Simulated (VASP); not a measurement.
Write the native input for VASP 6.6.1 that does the following.

```yaml
Task: single point
Functional: PBE
Potentials_or_basis: VASP PAW PBE potentials, release 64 (Pb_d, Te)
Cutoff: 520 eV
k_mesh: 4 × 4 × 4
Occupations: gaussian, width 0.01 eV
Spin: no spin polarisation
Dipole_correction: no
Further_INCAR_settings: ALGO = Normal; EDIFF = 1e-07; NBANDS = 17
```

The structure of TePb lies in POSCAR:

```
TePb
1.0
    0.0000000000      3.2678368411      3.2678368411
    3.2678368411      0.0000000000      3.2678368411
    3.2678368411      3.2678368411      0.0000000000
Pb Te
1 1
Direct
    0.0000000000      0.0000000000      0.0000000000
    0.5000000000      0.5000000000      0.5000000000
```

These files were run (other wordings do the same):

INCAR

```
  PREC = Accurate
  ENCUT = 520
  EDIFF = 1E-7
  ISMEAR = 0
  SIGMA = 0.01
  LREAL = F
  LASPH = T
  NELM = 60
  ALGO = Normal
  ISIF = 2
  LWAVE = F
  LCHARG = T
  GGA = PE
  LELF = T
  LVHAR = T
  NBANDS = 17
```

KPOINTS

```
regular mesh
0
Gamma
  4 4 4
```

Potentials or basis: VASP PAW PBE potentials, release 64 (Pb_d, Te).

The run is started by

```console
$ cat potpaw_PBE.64/Pb_d/POTCAR potpaw_PBE.64/Te/POTCAR > POTCAR
$ mpirun -np 1 vasp_std > vasp.out
```

Results of the run:

* Pressure: 0.6 GPa
* Band gap on the k mesh: 0.80 eV, direct

Caveat: spin-orbit coupling is left out, which moves the levels of the heavy elements.

Wall time 7.6 s on 1 thread of Intel(R) Xeon(R) 6975P-C (Granite Rapids), with other jobs on the host, peak memory 0.2 GiB.
